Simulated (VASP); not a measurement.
Input of a VASP 6.6.1 run:

The input INCAR:

```
PREC     = Accurate       # precision mode
ENCUT    = 520            # plane-wave cutoff, eV
EDIFF    = 1E-6           # SCF threshold, eV
ISMEAR   = -1             # smearing method
SIGMA    = 0.03           # smearing width, eV
LREAL    = F              # projectors in reciprocal space
LASPH    = T              # aspherical terms in the spheres
NELM     = 60             # most SCF steps
ALGO     = Normal         # electronic algorithm
ISIF     = 2              # what is computed and relaxed
LWAVE    = F              # write WAVECAR
LCHARG   = F              # write CHGCAR
GGA      = CA             # functional
NBANDS   = 35             # bands
```

The input KPOINTS:

```
Automatic mesh
0
Gamma
  10 10 3
```

File POSCAR:

```
MoS2
1.0
    3.1610016016     -0.0316100160     -0.0316100160
   -1.6078758777      2.7533126964     -0.0115700689
   -0.1229500000     -0.1229500000     12.2950000000
Mo S
2 4
Direct
    0.3333333333      0.6666666667      0.2500000000
    0.6666666667      0.3333333333      0.7500000000
    0.3333333333      0.6666666667      0.6275000000
    0.6666666667      0.3333333333      0.1275000000
    0.3333333333      0.6666666667      0.8725000000
    0.6666666667      0.3333333333      0.3725000000
```

Potentials or basis: VASP PAW LDA potentials, release 64 (Mo_sv, S).

Run with:

```sh
$ cat potpaw_LDA.64/Mo_sv/POTCAR potpaw_LDA.64/S/POTCAR > POTCAR
$ mpirun -np 1 vasp_std > vasp.out
```

Q: Estimate the pressure.

A: 1.4 GPa.

Q: Predict the largest force.

A: 0.967 eV/Å.

Forces on the atoms (eV/Å):
```
Mo   0.199  0.007  0.033
Mo  -0.199 -0.007 -0.033
S   -0.223 -0.321 -0.770
S   -0.426 -0.328 -0.804
S    0.426  0.328  0.804
S    0.223  0.321  0.770
```

Caveat: the cell differs from its parent crystal (equal xy, yz and zx shear strains of -2 %).
